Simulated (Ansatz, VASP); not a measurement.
**ZnS3 in VASP and in Ansatz**

```xyz
4
Lattice="4.8649 0.0000 0.0000 -2.4325 4.2131 0.0000 0.0000 0.0000 3.8858" Properties=species:S:1:pos:R:3 pbc="T T T"
Zn    0.0000    0.0000    1.9429
S     2.4325    0.0000    0.0000
S    -1.2162    2.1066    0.0000
S     1.2162    2.1066    0.0000
```

Alike in both runs: functional PBE; k mesh 6 × 6 × 4; occupations gaussian, width 0.1 eV; no spin polarisation.

Ansatz relaxed the structure, and its values are those at the end. VASP's run is a single point on that final structure, the one shown.

|  | VASP | Ansatz |
| --- | --- | --- |
| version | VASP 6.6.1 | Ansatz 0.2.0 |
| potentials or method | VASP PAW PBE potentials, release 64 (Zn, S), cutoff 520 eV | scalar-relativistic, plane waves, PAW |
| valence electrons in the cell | 30 | 30 |

|  | VASP | Ansatz | Ansatz less VASP |
| --- | --- | --- | --- |
| gap on the k mesh at the Fermi level (eV) | none | none | - |
| pressure (GPa) | -0.3 | -0.2 | +0.11 |

A gap of «none» marks a metal or a gap that the smearing closes.

The k mesh is coarse, so the values compare programs but aren't converged.
